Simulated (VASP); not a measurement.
Write the native input for VASP 6.6.1 that does the following.

| Item | Value |
| --- | --- |
| Task | single point |
| Functional | LDA |
| Potentials or basis | VASP PAW LDA potentials, release 64 (Mo_sv) |
| Cutoff | 520 eV |
| k mesh | 20 × 20 × 20 |
| Occupations | fermi-dirac, width 0.15 eV |
| Spin | no spin polarisation |
| Dipole correction | no |
| Further INCAR settings | ALGO = Fast; EDIFF = 1e-06; NBANDS = 13 |

The structure of Mo lies in POSCAR:

```
Mo
1.0
   -1.5559477923      1.5559477923      1.5559477923
    1.5559477923     -1.5559477923      1.5559477923
    1.5559477923      1.5559477923     -1.5559477923
Mo
1
Direct
    0.0000000000      0.0000000000      0.0000000000
```

The input as run:

INCAR

```
PREC     = Accurate       # precision mode
ENCUT    = 520            # plane-wave cutoff, eV
EDIFF    = 1E-6           # SCF threshold, eV
ISMEAR   = -1             # smearing method
SIGMA    = 0.15           # smearing width, eV
LREAL    = False          # projectors in reciprocal space
LASPH    = True           # aspherical terms in the spheres
NELM     = 60             # most SCF steps
ALGO     = Fast           # electronic algorithm
ISIF     = 2              # what is computed and relaxed
LWAVE    = False          # write WAVECAR
LCHARG   = False          # write CHGCAR
NBANDS   = 13             # bands
```

KPOINTS

```
regular mesh
0
Gamma
  20 20 20
```

Potentials or basis: VASP PAW LDA potentials, release 64 (Mo_sv).

Run with:

```bash
$ cat potpaw_LDA.64/Mo_sv/POTCAR > POTCAR
$ mpirun -np 1 vasp_std > vasp.out
```

It gave:

```
Pressure               : 1.2 GPa
Band gap on the k mesh : zero (bands 7 and 8 overlap by 5.67 eV)
```

Wall time 44 s on 1 thread of Intel Xeon 8259CL, on a shared host, peak memory 0.15 GiB.
